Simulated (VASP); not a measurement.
A run of VASP 6.6.1 is set up as follows.

Contents of POSCAR:

```
Nb
1.0
   -1.6546003009      1.6546003009      1.6546003009
    1.6546003009     -1.6546003009      1.6546003009
    1.6546003009      1.6546003009     -1.6546003009
Nb
1
Direct
    0.0000000000      0.0000000000      0.0000000000
```

File INCAR.step1:

```
PREC     = Accurate       # precision mode
ENCUT    = 550            # plane-wave cutoff, eV
ISMEAR   = 1              # smearing method
SIGMA    = 0.05           # smearing width, eV
LREAL    = F              # projectors in reciprocal space
LASPH    = T              # aspherical terms in the spheres
NELM     = 120            # most SCF steps
NBANDS   = 12             # bands
GGA      = PE             # functional
ALGO     = Normal         # electronic algorithm
EDIFF    = 1E-5           # SCF threshold, eV
LWAVE    = T              # write WAVECAR
LCHARG   = F              # write CHGCAR
GGA_COMPAT= F
```

INCAR.step2

```
PREC     = Accurate       # precision mode
ENCUT    = 550            # plane-wave cutoff, eV
EDIFF    = 1E-6           # SCF threshold, eV
ISMEAR   = 1              # smearing method
SIGMA    = 0.05           # smearing width, eV
LREAL    = F              # projectors in reciprocal space
LASPH    = T              # aspherical terms in the spheres
NELM     = 120            # most SCF steps
ALGO     = Normal         # electronic algorithm
ISIF     = 2              # what is computed and relaxed
LWAVE    = F              # write WAVECAR
LCHARG   = F              # write CHGCAR
METAGGA  = R2SCAN         # meta-GGA
LMIXTAU  = T            
NBANDS   = 12             # bands
ISTART   = 1            
GGA_COMPAT= F
```

Contents of KPOINTS:

```
regular mesh
0
Gamma
  11 11 11
```

Potentials or basis: VASP PAW PBE potentials, release 64 (Nb_sv).

The run is started by

```console
$ cat potpaw_PBE.64/Nb_sv/POTCAR > POTCAR
$ cp INCAR.step1 INCAR
$ mpirun -np 1 vasp_std > vasp.out
$ cp INCAR.step2 INCAR
$ mpirun -np 1 vasp_std > vasp.out
```

(1) Estimate the pressure.

(2) Estimate the band gap on the k mesh.

Results:

(1) -0.3 GPa.

(2) zero (an odd number of electrons rules out a gap without spin polarisation).

Caveat: the PAW data sets were made with another functional, which shifts forces and pressure a little.
